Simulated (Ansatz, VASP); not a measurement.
**Two plane-wave programs on La**

```
CELL_PARAMETERS angstrom
0.00000 2.65238 2.65238
2.65238 0.00000 2.65238
2.65238 2.65238 0.00000
ATOMIC_POSITIONS crystal
La 0.00000 0.00000 0.00000
```

Alike in both runs: functional PBE; k mesh 10 × 10 × 10; occupations fermi-dirac, width 0.1 eV; no spin polarisation.

Ansatz relaxed the structure, and its values are those at the end. VASP's run is a single point on that final structure, the one shown.

```csv
,VASP,Ansatz
version,VASP 6.6.1,Ansatz 0.2.0
potentials or method,"VASP PAW PBE potentials, release 64 (La), cutoff 520 eV","plane waves (420 eV) with PAW, scalar-relativistic"
valence electrons in the cell,11,11
```

|  | VASP | Ansatz | Ansatz less VASP |
| --- | --- | --- | --- |
| pressure (GPa) | 0.0 | 0.0 | -0.07 |

With one functional, cell and mesh, what is left measures potentials, basis and numerics.

Spin-orbit coupling is off throughout.
